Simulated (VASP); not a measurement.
Pb: single point with PBE

The system is Pb.

```xyz
2
Lattice="0.0000 3.3086 5.7658 1.9762 0.0000 5.7658 1.9762 3.3086 0.0000" Properties=species:S:1:pos:R:3 pbc="T T T"
Pb    1.9762    0.7140    5.7658
Pb    1.9762    5.9032    5.7658
```

This cell differs from its parent crystal: C replaced by Pb, lengths x 1.553, strained.

```json
{
  "Program": "VASP 6.6.1",
  "Task": "single point",
  "Functional": "PBE",
  "Potentials or basis": "VASP PAW PBE potentials, release 64 (Pb_d)",
  "Cutoff": "500 eV",
  "k mesh": "6 × 6 × 6",
  "Occupations": "gaussian, width 0.1 eV",
  "Spin": "no spin polarisation"
}
```

```yaml
Pressure: 185.1 GPa
Largest_force: 158.880 eV/Å
Band_gap_on_the_k_mesh: zero (band 14 reaches 7.02 eV, above the bottom of band 15 at 5.91 eV)
```

Forces on the atoms (eV/Å):
```
Pb     0.000  158.880    0.000
Pb     0.000 -158.880    0.000
```

Stress tensor (GPa, compression positive):
```
 27.36   0.00   0.00
  0.00 528.13   0.00
  0.00   0.00  -0.20
```

Levels at points of the mesh, in eV from the Fermi level:
```
           k point  band 12  band 13  band 14  band 15  band 16  band 17
(0.00, 0.00, 0.00)    -5.37     0.20     0.71     0.74     2.22     2.72
(0.50, 0.00, 0.00)    -8.95    -3.46    -1.02    -0.40     1.20     4.83
(0.50, 0.50, 0.00)    -5.74     0.19     0.69     1.86     2.68     3.65
(0.50, 0.00, 0.50)   -10.12    -4.22    -2.20     0.30     1.59     4.17
(0.00, 0.50, 0.50)   -10.09    -4.24    -2.52    -0.36     1.55     5.42
```

It took 2.6 min on 1 thread of Intel Xeon 8259CL, on a shared host, peak memory 0.26 GiB.

Caveat: the cell differs from its parent crystal (C replaced by Pb, lengths x 1.553, strained); spin-orbit coupling is left out, which moves the levels of the heavy elements; forces of over 1 eV/Å act on the atoms, so gaps and moduli don't describe the material at rest.
